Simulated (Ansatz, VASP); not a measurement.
Ga3Se: VASP beside Ansatz

The input INCAR:

```
PREC = Accurate
ENCUT = 520
EDIFF = 1E-6
ISMEAR = 0
SIGMA = 0.15
LREAL = F
LASPH = T
NELM = 60
ALGO = Normal
ISIF = 2
LWAVE = F
LCHARG = T
GGA = PS
IVDW = 12
LELF = T
LVHAR = T
NBANDS = 30
```

Contents of KPOINTS:

```
Automatic mesh
0
Gamma
  12 12 12
```

The input POSCAR:

```
Ga3Se
1.0
    4.2249181734      0.0792172158      0.0000000000
    0.0792172158      4.2249181734      0.0000000000
    0.0000000000      0.0000000000      4.2249181734
Ga Se
3 1
Direct
    0.0000000000      0.5000000000      0.5000000000
    0.5000000000      0.0000000000      0.5000000000
    0.5000000000      0.5000000000      0.0000000000
    0.0000000000      0.0000000000      0.0000000000
```

Input for Ansatz:

```yaml
crystal:
  lattice:
    - [4.2249181734, 0.0792172158, 0.0]
    - [0.0792172158, 4.2249181734, 0.0]
    - [0.0, 0.0, 4.2249181734]
  atoms:
    - { symbol: Ga, position: [0.0, 0.5, 0.5] }
    - { symbol: Ga, position: [0.5, 0.0, 0.5] }
    - { symbol: Ga, position: [0.5, 0.5, 0.0] }
    - { symbol: Se, position: [0.0, 0.0, 0.0] }
basis:
  ecutwfc: 420
kpoints:
  mp_grid: { grid: [12, 12, 12] }
hamiltonian:
  xc: pbesol
  dispersion: d3bj
scf:
  occupations: { method: gaussian, width: 0.15 }
output:
  forces: true
  stress: true
  eigenvalues: true
```

Change from the starting cell: strain +0.0375 x Voigt [0, 0, 0, 0, 0, 1], atoms carried along.

Alike in both runs: task single point; functional PBEsol; dispersion D3(BJ); k mesh 12 × 12 × 12; occupations gaussian, width 0.15 eV; no spin polarisation.

|  | VASP | Ansatz |
| --- | --- | --- |
| version | VASP 6.6.1 | Ansatz 0.2.0 |
| potentials or method | VASP PAW PBE potentials, release 64 (Ga_d, Se), cutoff 520 eV | scalar-relativistic, plane waves, PAW |
| valence electrons in the cell | 45 | 55 |

Ansatz gave:

- gap on the k mesh at the Fermi level (eV): none
- pressure (GPa): 0.1
- traceless stress, the component that is largest in VASP (GPa): -0.24

Problem. Estimate VASP's values.

Solution. gap on the k mesh at the Fermi level (eV): none; pressure (GPa): 0.2; traceless stress, the component that is largest in VASP (GPa): -0.24.

VASP's potentials were made for PBE, not for PBEsol. A gap of «none» marks a metal or a gap that the smearing closes. VASP's potentials hold 45 valence electrons a cell and Ansatz's 55, so a difference there can come from the potentials and not from the codes.
